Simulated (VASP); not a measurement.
Runs of VASP 6.6.1 on Rh. The structure is that of space group P6_3/mmc (No. 194), or close to it. The cells are those of the table. 

| cell | gap on the mesh (eV) | pressure (GPa) |
| --- | --- | --- |
| a = 2.617, b = 2.617, c = 4.244 Å, angles 90.0, 90.0, 120.0°, 2 atoms | none | 20.8 |
| a = 2.767, b = 2.767, c = 4.487 Å, angles 90.0, 90.0, 120.0°, 2 atoms | none | -25.6 |
| a = 2.694, b = 2.694, c = 4.369 Å, angles 90.0, 90.0, 120.0°, 2 atoms | none | -8.4 |
| a = 2.656, b = 2.656, c = 4.307 Å, angles 90.0, 90.0, 120.0°, 2 atoms | none | 4.3 |
| a = 2.802, b = 2.802, c = 4.544 Å, angles 90.0, 90.0, 120.0°, 2 atoms | none | (a) |
| a = 2.731, b = 2.731, c = 4.428 Å, angles 90.0, 90.0, 120.0°, 2 atoms | none | -18.2 |
| a = 2.836, b = 2.836, c = 4.599 Å, angles 90.0, 90.0, 120.0°, 2 atoms | none | (b) |

Alike in all rows: task single point; level LDA; potentials or basis VASP PAW LDA potentials, release 64 (Rh_pv); no spin polarisation; k mesh 10 × 10 × 5; cutoff (eV) 520; smearing fermi-dirac 0.1 eV.

Problem. Estimate the missing entries.

Solution. (a) -31.2; (b) -35.4.

A k mesh can miss the band edges, and the runs leave out spin-orbit coupling on Rh.

A gap of «none» marks levels without a gap at the run's occupations.
